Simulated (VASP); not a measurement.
TaN:

```
Ta N
1.0
     0.00000    2.17900    2.17900
     2.17900    0.00000    2.17900
     2.17900    2.17900    0.00000
Ta N
1 1
Direct
  0.50000 0.50000 0.50000
  0.00000 0.00000 0.00000
```

| Quantity | Value |
| --- | --- |
| Program | VASP 6.6.1 |
| Task | relaxation of cell and atoms |
| Functional | PBE |
| Dispersion | D3(BJ) |
| Potentials or basis | VASP PAW PBE potentials, release 64 (Ta_pv, N) |
| Cutoff | 600 eV |
| k mesh | 16 × 16 × 16 |
| Occupations | gaussian, width 0.1 eV |
| Spin | no spin polarisation |

At the start: pressure 7.6 GPa; volume 10.35 Å³/atom.

Question: How do energy, volume and symmetry change on relaxing?

Answer: Over 4 steps the energy falls by 5.1 meV/atom and the volume is 10.56 Å³/atom (+2.1 %); space group Fm-3m (No. 225, to 0.05 Å).

Step by step:
```csv
step,energy change (eV),largest force (eV/Å),pressure (GPa),volume (Å³)
1,0.0000,0.0000,7.62,20.69
2,0.0438,0.0000,-15.38,22.20
3,-0.0102,0.0000,-0.10,21.14
4,-0.0102,0.0000,0.03,21.13
```

Final structure:
```
CELL_PARAMETERS angstrom
0.00000 2.19414 2.19414
2.19414 0.00000 2.19414
2.19414 2.19414 0.00000
ATOMIC_POSITIONS crystal
Ta 0.50000 0.50000 0.50000
N 0.00000 0.00000 0.00000
```

Caveat: pairwise dispersion overbinds metals, which lowers pressure and volume.
